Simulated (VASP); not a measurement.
A run of VASP 6.6.1 is set up as follows.

The input INCAR:

```
PREC     = Accurate       # precision mode
ENCUT    = 520            # plane-wave cutoff, eV
EDIFF    = 1E-6           # SCF threshold, eV
ISMEAR   = 0              # smearing method
SIGMA    = 0.15           # smearing width, eV
LREAL    = F              # projectors in reciprocal space
LASPH    = T              # aspherical terms in the spheres
NELM     = 60             # most SCF steps
ALGO     = Normal         # electronic algorithm
ISIF     = 2              # what is computed and relaxed
LWAVE    = F              # write WAVECAR
LCHARG   = F              # write CHGCAR
NBANDS   = 13             # bands
```

KPOINTS

```
Automatic mesh
0
Gamma
  20 20 20
```

POSCAR

```
W
1.0
    0.0000000000      1.9864787842      1.7629999210
    1.9864787842      0.0000000000      1.7629999210
    1.9864787842      1.9864787842      0.0000000000
W
1
Direct
    0.0000000000      0.0000000000      0.0000000000
```

Potentials or basis: VASP PAW LDA potentials, release 64 (W_sv).

The run is started by

```sh
$ cat potpaw_LDA.64/W_sv/POTCAR > POTCAR
$ mpirun -np 1 vasp_std > vasp.out
```

Q: Predict the band gap on the k mesh.

A: Zero (bands 7 and 8 overlap by 6.91 eV).

Q: Estimate the pressure.

A: 50.4 GPa.

Stress tensor (GPa, compression positive):
```
62.10  0.00  0.00
 0.00 62.10  0.00
 0.00  0.00 27.06
```

Caveat: the cell differs from its parent crystal (engineering shear strain xz +0.0000, normal strain along z -0.1125); the stress differs along the axes, from 27 to 62 GPa; spin-orbit coupling is left out, which moves the levels of the heavy elements.
